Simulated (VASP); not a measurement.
Write the native input for VASP 6.6.1 that does the following.

```
Task                   : single point
Functional             : PBEsol
Potentials or basis    : VASP PAW PBE potentials, release 64 (Ta_pv)
Cutoff                 : 520 eV
k mesh                 : 18 × 18 × 8
Occupations            : gaussian, width 0.1 eV
Spin                   : no spin polarisation
Dipole correction      : no
Further INCAR settings : ALGO = Normal; EDIFF = 1e-06; NBANDS = 18
```

The structure of Ta lies in POSCAR:

```
Ta
1.0
    2.8669354474      0.0000000000      0.0000000000
   -1.4334677237      2.4828389284      0.0000000000
    0.0000000000      0.0000000000      5.0914149238
Ta
2
Direct
    0.6666666667      0.3333333333      0.7500000000
    0.3333333333      0.6666666667      0.2500000000
```

One way to write it, as run:

INCAR

```
SYSTEM = Ta
PREC = Accurate
ENCUT = 520
EDIFF = 1E-6
ISMEAR = 0
SIGMA = 0.1
LREAL = .FALSE.
LASPH = .TRUE.
NELM = 80
ALGO = Normal
ISIF = 2
LWAVE = .FALSE.
LCHARG = .FALSE.
GGA = PS
NBANDS = 18
```

KPOINTS

```
regular mesh
0
G
  18 18 8
  0 0 0
```

Potentials or basis: VASP PAW PBE potentials, release 64 (Ta_pv).

The run is started by

```bash
$ cat potpaw_PBE.64/Ta_pv/POTCAR > POTCAR
$ mpirun -np 1 vasp_std > vasp.out
```

It gave:

```json
{"Pressure": "0.1 GPa", "Band gap on the k mesh": "zero (band 11 reaches 7.33 eV, above the bottom of band 12 at 4.94 eV)"}
```

Caveat: the PAW data sets were made with another functional, which shifts forces and pressure a little; spin-orbit coupling is left out, which moves the levels of the heavy elements.

It took 32 s on 1 thread of Intel(R) Xeon(R) 6975P-C (Granite Rapids), on a shared host, peak memory 0.23 GiB.
